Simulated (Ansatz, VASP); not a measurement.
**LiCl: VASP beside Ansatz**

```
Li Cl
1.0
     3.40622    0.00000    0.00000
     0.00000    3.27112    0.00000
     0.00000    0.00000    3.27112
Li Cl
1 1
Direct
  0.00000 0.00000 0.00000
  0.50000 0.50000 0.50000
```

Change from the starting cell: uniaxial_x strain +4.1%.

Alike in both runs: task single point; functional r2SCAN; k mesh 8 × 8 × 8; no spin polarisation.

|  | VASP | Ansatz |
| --- | --- | --- |
| version | VASP 6.6.1 | Ansatz 0.2.0 |
| potentials or method | VASP PAW PBE potentials, release 64 (Li_sv, Cl) | plane waves, PAW |
| plane-wave cutoff (eV) | 520 | 500 |
| occupations | gaussian, width 0.01 eV | fixed |
| valence electrons in the cell | 10 | 10 |

```tsv
	VASP	Ansatz	Ansatz less VASP
gap on the k mesh at the Fermi level (eV)	5.07	4.94	-0.123
```

VASP's potentials were made for PBE, not for r2SCAN.

Noted on VASP's run: the cutoff is under 1.25 times that of the potentials, so the pressure is a little rough.
